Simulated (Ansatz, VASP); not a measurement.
## W in VASP and in Ansatz

The input POSCAR:

```
W
1.0
   -1.5849475238      1.5849475238      1.5849475238
    1.5849475238     -1.5849475238      1.5849475238
    1.5849475238      1.5849475238     -1.5849475238
W
1
Direct
    0.0000000000      0.0000000000      0.0000000000
```

The input INCAR.step1:

```
SYSTEM = W
  ALGO = Normal
  EDIFF = 1E-4
  ENCUT = 600
  GGA = PE
  ISMEAR = 0
  LASPH = .True.
  LCHARG = .False.
  LREAL = .False.
  LWAVE = .True.
  NELM = 100
  PREC = Accurate
  SIGMA = 0.1
```

File INCAR.step2:

```
SYSTEM = W
  ALGO = Normal
  EDIFF = 1E-7
  EDIFFG = -0.002
  ENCUT = 600
  IBRION = 2
  ISIF = 3
  ISMEAR = 0
  ISTART = 1
  LASPH = .True.
  LCHARG = .False.
  LMIXTAU = .True.
  LREAL = .False.
  LWAVE = .False.
  METAGGA = R2SCAN
  NELM = 100
  NSW = 100
  PREC = Accurate
  SIGMA = 0.1
```

Contents of KPOINTS:

```
k-points
0
Gamma
  16 16 16
  0 0 0
```

Input for Ansatz:

```yaml
crystal:
  lattice:
    - [-1.5849475238, 1.5849475238, 1.5849475238]
    - [1.5849475238, -1.5849475238, 1.5849475238]
    - [1.5849475238, 1.5849475238, -1.5849475238]
  atoms:
    - { symbol: W, position: [0.0, 0.0, 0.0] }
basis:
  ecutwfc: 500
kpoints:
  mp_grid: { grid: [16, 16, 16] }
hamiltonian:
  xc: r2scan
  pseudopotentials: { kind: paw, azcp: { folder: soft_1 } }
scf:
  occupations: { method: gaussian, width: 0.1 }
output:
  forces: true
  stress: true
  eigenvalues: true
  write_density: true
  write_potential: true
  elf: true
  volumetric_format: npy
relax:
  adjacent_minimum: "off"
  f_tol: 0.002
  max_steps: 80
  cell: { stress_tol: 0.02 }
```

Alike in both runs: task relaxation of cell and atoms; functional r2SCAN; k mesh 16 × 16 × 16; occupations gaussian, width 0.1 eV; no spin polarisation.

```csv
,VASP,Ansatz
version,VASP 6.6.1,Ansatz 0.2.0
potentials or method,"VASP PAW PBE potentials, release 64 (W_sv), cutoff 600 eV","scalar-relativistic, plane waves, PAW"
valence electrons in the cell,14,14
```

```tsv
	VASP	Ansatz	Ansatz less VASP
gap on the k mesh at the Fermi level, each at its own relaxed structure (eV)	none	none	-
relaxed volume (Å³/atom)	15.97	15.91	-0.057
relaxed length of the cell vector where the two differ most in proportion (Å)	2.748	2.744	-0.0033
```

VASP's potentials were made for PBE, not for r2SCAN. A gap of «none» marks a metal or a gap that the smearing closes.

Spin-orbit coupling is off throughout.
